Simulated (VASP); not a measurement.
Write the native input for VASP 6.6.1 that does the following.

```yaml
Task: single point
Functional: PBE
Potentials_or_basis: VASP PAW PBE potentials, release 64 (Li_sv, Nb_sv, O)
Cutoff: 520 eV
k_mesh: 4 × 4 × 4
Occupations: gaussian, width 0.01 eV
Spin: no spin polarisation
Dipole_correction: no
Further_INCAR_settings: ALGO = Normal; EDIFF = 1e-06; NBANDS = 45
```

The structure of LiNbO3 lies in POSCAR:

```
LiNbO3
1.0
    2.5826531505      1.4910954917      4.6836096123
   -2.5826531505      1.4910954917      4.6836096123
    0.0000000000     -2.9821909833      4.6836096123
Li Nb O
2 2 6
Direct
    0.3017984476      0.3017984476      0.3017984476
    0.8017984476      0.8017984476      0.8017984476
    0.0202103769      0.0202103769      0.0202103769
    0.5202103769      0.5202103769      0.5202103769
    0.1287668723      0.3798515611      0.7405727421
    0.7405727421      0.1287668723      0.3798515611
    0.3798515611      0.7405727421      0.1287668723
    0.2405727421      0.8798515611      0.6287668723
    0.8798515611      0.6287668723      0.2405727421
    0.6287668723      0.2405727421      0.8798515611
```

One way to write it, as run:

INCAR

```
PREC = Accurate ; ENCUT = 520
EDIFF = 1E-6 ; ISMEAR = 0
SIGMA = 0.01 ; LREAL = F
LASPH = T ; NELM = 60
ALGO = Normal ; ISIF = 2
LWAVE = F ; LCHARG = F
GGA = PE ; NBANDS = 45
```

KPOINTS

```
regular mesh
0
Gamma
  4 4 4
```

Potentials or basis: VASP PAW PBE potentials, release 64 (Li_sv, Nb_sv, O).

Launch:

```console
$ cat potpaw_PBE.64/Li_sv/POTCAR potpaw_PBE.64/Nb_sv/POTCAR potpaw_PBE.64/O/POTCAR > POTCAR
$ mpirun -np 1 vasp_std > vasp.out
```

It gave:

```yaml
Largest_force: 0.024 eV/Å
Band_gap_on_the_k_mesh: 3.55 eV, indirect (least direct gap 3.58 eV)
```

It took 3.5 min on 1 thread of Intel Xeon 8259CL (shared host), peak memory 0.28 GiB.
